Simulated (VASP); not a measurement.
Set up this calculation in VASP 6.6.1, as the native input.

```
Task                   : relaxation of the atoms
Functional             : LDA
Potentials or basis    : VASP PAW LDA potentials, release 64 (Sn_d, Se)
Cutoff                 : 520 eV
k mesh                 : 10 × 10 × 6
Occupations            : gaussian, width 0.01 eV
Spin                   : no spin polarisation
Dipole correction      : no
Further INCAR settings : ALGO = Normal; EDIFF = 1e-06; IBRION = 2; EDIFFG = -0.001; NSW = 60
```

The structure of SnSe2 (SnSe2, measured cell) lies in POSCAR:

```
SnSe2
1.0
    3.8110000000      0.0000000000      0.0000000000
   -1.9055000000      3.3004228138      0.0000000000
    0.0000000000      0.0000000000      6.1360000000
Sn Se
1 2
Direct
    0.0000000000      0.0000000000      0.0000000000
    0.3333333333      0.6666666667      0.2490000000
    0.6666666667      0.3333333333      0.7510000000
```

The input as run:

INCAR

```
ALGO = Normal ; EDIFF = 1E-6
EDIFFG = -0.001 ; ENCUT = 520
IBRION = 2 ; ISIF = 2
ISMEAR = 0 ; LASPH = T
LCHARG = F ; LREAL = F
LWAVE = F ; NELM = 60
NSW = 60 ; PREC = Accurate
SIGMA = 0.01
```

KPOINTS

```
k-points
0
Gamma
  10 10 6
```

Potentials or basis: VASP PAW LDA potentials, release 64 (Sn_d, Se).

The run is started by

```sh
$ cat potpaw_LDA.64/Sn_d/POTCAR potpaw_LDA.64/Se/POTCAR > POTCAR
$ mpirun -np 1 vasp_std > vasp.out
```

It gave:

```
Energy gained by relaxing : 8.7 meV/atom
Ionic steps               : 4
Pressure after relaxing   : -1.0 GPa
Band gap on the k mesh    : 0.48 eV, indirect (least direct gap 0.90 eV)
```

Caveat: spin-orbit coupling is left out, which moves the levels of the heavy elements.

Wall time 4.2 min on 1 thread of Intel Xeon 8259CL, with other jobs on the host, peak memory 0.23 GiB.
